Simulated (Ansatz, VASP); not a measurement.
## GaN: VASP beside Ansatz

Contents of INCAR:

```
ALGO     = Normal         # electronic algorithm
EDIFF    = 1E-7           # SCF threshold, eV
ENCUT    = 520            # plane-wave cutoff, eV
GGA      = PS             # functional
GGA_COMPAT= False        
ISIF     = 2              # what is computed and relaxed
ISMEAR   = 0              # smearing method
LASPH    = True           # aspherical terms in the spheres
LCHARG   = False          # write CHGCAR
LORBIT   = 11             # projections on sites
LORBMOM  = True         
LREAL    = False          # projectors in reciprocal space
LSORBIT  = True           # spin-orbit coupling
LWAVE    = False          # write WAVECAR
MAGMOM   = 0 0 0 0 0 0 0 0 0 0 0 0 # initial moments
NBANDS   = 50             # bands
NELM     = 150            # most SCF steps
PREC     = Accurate       # precision mode
SIGMA    = 0.01           # smearing width, eV
```

KPOINTS

```
k-points
0
Gamma
  8 8 4
```

File POSCAR:

```
GaN
1.0
    3.1825745955      0.0000000000      0.0000000000
   -1.5912872977      2.7561904491      0.0000000000
    0.0000000000      0.0000000000      5.1854102025
Ga N
2 2
Direct
    0.3333333333      0.6666666667     -0.0008061560
    0.6666666667      0.3333333333      0.4991938440
    0.3333333333      0.6666666667      0.3758061560
    0.6666666667      0.3333333333      0.8758061560
```

Input for Ansatz:

```yaml
crystal:
  lattice:
    - [3.18257459547, 0.0, 0.0]
    - [-1.59128729773, 2.75619044912, 0.0]
    - [0.0, 0.0, 5.18541020254]
  atoms:
    - { symbol: Ga, position: [0.333333333333, 0.666666666667, -0.000806156036] }
    - { symbol: Ga, position: [0.666666666667, 0.333333333333, 0.499193843964] }
    - { symbol: "N", position: [0.333333333333, 0.666666666667, 0.375806156036] }
    - { symbol: "N", position: [0.666666666667, 0.333333333333, 0.875806156036] }
kpoints:
  mp_grid: { grid: [8, 8, 4] }
scf:
  occupations: { method: fixed }
hamiltonian:
  xc: pbesol
  pseudopotentials: { kind: all_electron, lapw: { basis_error: 0.001 } }
magnetization:
  noncollinear: true
  spin_orbit: true
output:
  forces: true
  stress: true
  eigenvalues: true
  eigenstates:
    nscf_kmesh: { grid: [12, 12, 6] }
    de_dk: true
    e_range: [-9, 11.87520727985]
checkpoint:
  write: ck
  write_wavefunctions: false
```

Alike in both runs: task single point; functional PBEsol; k mesh 8 × 8 × 4; non-collinear spin, spin-orbit coupling.

```csv
,VASP,Ansatz
version,VASP 6.6.1,Ansatz 0.2.0
potentials or method,"VASP PAW PBE potentials, release 64 (Ga_d, N), cutoff 520 eV",all-electron LAPW
occupations,"gaussian, width 0.01 eV",fixed
```

|  | VASP | Ansatz | Ansatz less VASP |
| --- | --- | --- | --- |
| pressure (GPa) | -0.2 | 0.0 | +0.17 |

VASP's potentials were made for PBE, not for PBEsol. Ansatz ran all-electron here, and VASP with PAW potentials.
